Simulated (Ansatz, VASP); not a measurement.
## Mo6CO in VASP and in Ansatz

```
Mo C O
1.0
     4.46958    0.00000    0.00000
    -2.23479    3.87077    0.00000
     0.00000    0.00000   22.25957
Mo C O
6 1 1
Direct
  0.66667 0.33333 0.17970
  0.33333 0.66667 0.22068
  0.00000 0.00000 0.26167
  0.66667 0.33333 0.29905
  0.33333 0.66667 0.33552
  0.00000 0.00000 0.37106
  0.16667 0.33333 0.46360
  0.24159 0.48317 0.50873
```

Alike in both runs: task single point; functional PBE; k mesh 6 × 6 × 1; occupations gaussian, width 0.1 eV; no spin polarisation.

|  | VASP | Ansatz |
| --- | --- | --- |
| version | VASP 6.6.1 | Ansatz 0.2.0 |
| potentials or method | VASP PAW PBE potentials, release 64 (Mo_sv, C, O), cutoff 520 eV | scalar-relativistic, plane waves, PAW |
| valence electrons in the cell | 94 | 94 |

```tsv
	VASP	Ansatz	Ansatz less VASP
gap on the k mesh at the Fermi level (eV)	none	none	-
rms of the force components (eV/Å)	0.748	0.735	-0.0124
```

Atom by atom the forces differ by 0.226 eV/Å (rms over components). A gap of «none» marks a metal or a gap that the smearing closes. The functional is the same, so the differences come from potentials, cutoffs and numerics.

Noted on VASP's run: the standard files for N, O and F lose accuracy on very short bonds.
